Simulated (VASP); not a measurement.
## HfN: single point with PBEsol

HfN:

```
Hf N
1.0
     0.00000    2.45482    2.45482
     2.35663    0.00000    2.45482
     2.35663    2.45482    0.00000
Hf N
1 1
Cartesian
  0.0000 0.0000 0.0000
  3.5349 3.6822 3.6822
```

This cell differs from its parent crystal: strain -0.0400 x Voigt [1, 0, 0, 0, 0, 0].

```json
{
 "Program": "VASP 6.6.1",
 "Task": "single point",
 "Functional": "PBEsol",
 "Potentials or basis": "VASP PAW PBE potentials, release 64 (Hf_pv, N)",
 "Cutoff": "520 eV",
 "k mesh": "16 × 16 × 16",
 "Occupations": "gaussian, width 0.15 eV",
 "Spin": "no spin polarisation",
 "Dipole correction": "no",
 "Further INCAR settings": "ALGO = Normal; EDIFF = 1e-06; NBANDS = 14"
}
```

```
Pressure : 2.2 GPa
```

Stress tensor (GPa, compression positive):
```
5.95 0.00 0.00
0.00 0.26 0.00
0.00 0.00 0.26
```

Levels at points of the mesh, in eV from the Fermi level:
```
           k point  band 6  band 7  band 8  band 9  band 10  band 11
(0.00, 0.00, 0.00)   -5.68   -5.57   -0.65    2.02     2.56     6.60
(0.50, 0.00, 0.00)   -5.13   -4.92    1.59    2.82     2.85     4.27
(0.50, 0.50, 0.00)   -3.68   -3.55   -1.26    2.15     4.28     4.84
(0.00, 0.50, 0.50)   -3.72   -3.72   -0.98    2.31     4.20     4.88
```

It took 99 s on 1 thread of Intel(R) Xeon(R) Platinum 8488C (Sapphire Rapids) (shared host), peak memory 0.27 GiB.

Caveat: the cell differs from its parent crystal (strain -0.0400 x Voigt [1, 0, 0, 0, 0, 0]); the PAW data sets were made with another functional, which shifts forces and pressure a little; spin-orbit coupling is left out, which moves the levels of the heavy elements.
